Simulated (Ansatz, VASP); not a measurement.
# Sn3O: VASP beside Ansatz

```
Sn O
1.0
     5.77467    0.00000    0.00000
    -2.88734    5.00101    0.00000
     0.00000    0.00000    5.99794
Sn O
6 2
Direct
  0.32984 0.00000 0.00000
  0.32984 0.32984 0.50000
  0.00000 0.32984 0.00000
  0.67016 0.00000 0.50000
  0.67016 0.67016 0.00000
  0.00000 0.67016 0.50000
  0.33333 0.66667 0.25000
  0.66667 0.33333 0.75000
```

Alike in both runs: functional PBEsol; k mesh 6 × 6 × 6; occupations fermi-dirac, width 0.15 eV; no spin polarisation.

Ansatz relaxed the structure, and its values are those at the end. VASP's run is a single point on that final structure, the one shown.

|  | VASP | Ansatz |
| --- | --- | --- |
| version | VASP 6.6.1 | Ansatz 0.2.0 |
| potentials or method | VASP PAW PBE potentials, release 64 (Sn_d, O), cutoff 520 eV | scalar-relativistic, plane waves, PAW |
| valence electrons in the cell | 96 | 96 |

Ansatz gave:

```
gap on the k mesh at the Fermi level (eV) : none
pressure (GPa)                            : 0.0
rms of the force components (eV/Å)        : 0.000
```

**Question.** Which values does VASP return?

**Answer.** gap on the k mesh at the Fermi level (eV): none; pressure (GPa): 0.0; rms of the force components (eV/Å): 0.004.

VASP's potentials were made for PBE, not for PBEsol. A gap of «none» marks a metal or a gap that the smearing closes. With one functional, cell and mesh, what is left measures potentials, basis and numerics.
